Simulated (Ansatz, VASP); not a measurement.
# Two plane-wave programs on W

The input POSCAR:

```
W
1.0
   -1.5973000000      1.5973000000      1.5334080000
    1.5973000000     -1.5973000000      1.5334080000
    1.5973000000      1.5973000000     -1.5334080000
W
1
Direct
    0.0000000000      0.0000000000      0.0000000000
```

The input INCAR.step1:

```
SYSTEM = W
PREC = Accurate ; ENCUT = 520
ISMEAR = 0 ; SIGMA = 0.15
LREAL = .False. ; LASPH = .True.
NELM = 80 ; NBANDS = 13
GGA = PE ; ALGO = Normal
EDIFF = 1E-4 ; LWAVE = .True.
LCHARG = .False.
```

Contents of INCAR.step2:

```
SYSTEM = W
PREC = Accurate ; ENCUT = 520
EDIFF = 1E-6 ; ISMEAR = 0
SIGMA = 0.15 ; LREAL = .False.
LASPH = .True. ; NELM = 80
ALGO = Normal ; ISIF = 2
LWAVE = .False. ; LCHARG = .False.
METAGGA = R2SCAN ; LMIXTAU = .True.
NBANDS = 13 ; ISTART = 1
```

Contents of KPOINTS:

```
regular mesh
0
Gamma
  20 20 20
  0 0 0
```

Input for Ansatz:

```yaml
crystal:
  lattice:
    - [-1.5973, 1.5973, 1.533408]
    - [1.5973, -1.5973, 1.533408]
    - [1.5973, 1.5973, -1.533408]
  atoms:
    - { symbol: W, position: [0.0, 0.0, 0.0] }
basis:
  ecutwfc: 500
kpoints:
  mp_grid: { grid: [20, 20, 20] }
hamiltonian:
  xc: r2scan
scf:
  occupations: { method: gaussian, width: 0.15 }
output:
  forces: true
  stress: true
  eigenvalues: true
  write_density: true
  write_potential: true
  elf: true
  volumetric_format: npy
```

Change from the starting cell: strain +0.000 along x and y, -0.040 along z, atoms carried along.

Alike in both runs: task single point; functional r2SCAN; k mesh 20 × 20 × 20; occupations gaussian, width 0.15 eV; no spin polarisation.

|  | VASP | Ansatz |
| --- | --- | --- |
| version | VASP 6.6.1 | Ansatz 0.2.0 |
| potentials or method | VASP PAW PBE potentials, release 64 (W_sv), cutoff 520 eV | scalar-relativistic, plane waves, PAW |
| valence electrons in the cell | 14 | 14 |

VASP gave:

* gap on the k mesh at the Fermi level (eV): none
* pressure (GPa): 7.1
* traceless stress, the component that is largest in VASP (GPa): 10.63

Question: What did Ansatz give for the same quantities?

Answer: gap on the k mesh at the Fermi level (eV): none; pressure (GPa): 5.8; traceless stress, the component that is largest in VASP (GPa): 10.67.

VASP's potentials were made for PBE, not for r2SCAN. A gap of «none» marks a metal or a gap that the smearing closes. The functional is the same, so the differences come from potentials, cutoffs and numerics.

Neither program's run includes spin-orbit coupling.
